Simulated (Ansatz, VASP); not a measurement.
Two plane-wave programs on Hf3Pb2

```xyz
5
Lattice="5.3563 0.0000 0.0000 0.0000 5.3563 0.0000 0.0000 0.0000 5.3563" Properties=species:S:1:pos:R:3 pbc="T T T"
Hf    0.0000    2.6781    2.6781
Hf    2.6781    0.0000    2.6781
Hf    2.6781    2.6781    0.0000
Pb    0.0000    0.0000    0.0000
Pb    2.6781    2.6781    2.6781
```

Alike in both runs: functional PBE; k mesh 8 × 8 × 8; occupations gaussian, width 0.1 eV; no spin polarisation.

Ansatz relaxed the structure, and its values are those at the end. VASP's run is a single point on that final structure, the one shown.

|  | VASP | Ansatz |
| --- | --- | --- |
| version | VASP 6.6.1 | Ansatz 0.2.0 |
| potentials or method | VASP PAW PBE potentials, release 64 (Hf_pv, Pb_d), cutoff 520 eV | scalar-relativistic, plane waves, PAW |
| valence electrons in the cell | 58 | 106 |

|  | VASP | Ansatz | Ansatz less VASP |
| --- | --- | --- | --- |
| gap on the k mesh at the Fermi level (eV) | none | none | - |
| pressure (GPa) | -0.4 | 0.0 | +0.35 |

A gap of «none» marks a metal or a gap that the smearing closes. The functional is the same, so the differences come from potentials, cutoffs and numerics. VASP's potentials hold 58 valence electrons a cell and Ansatz's 106, so a difference there can come from the potentials and not from the codes.

Neither program's run includes spin-orbit coupling.
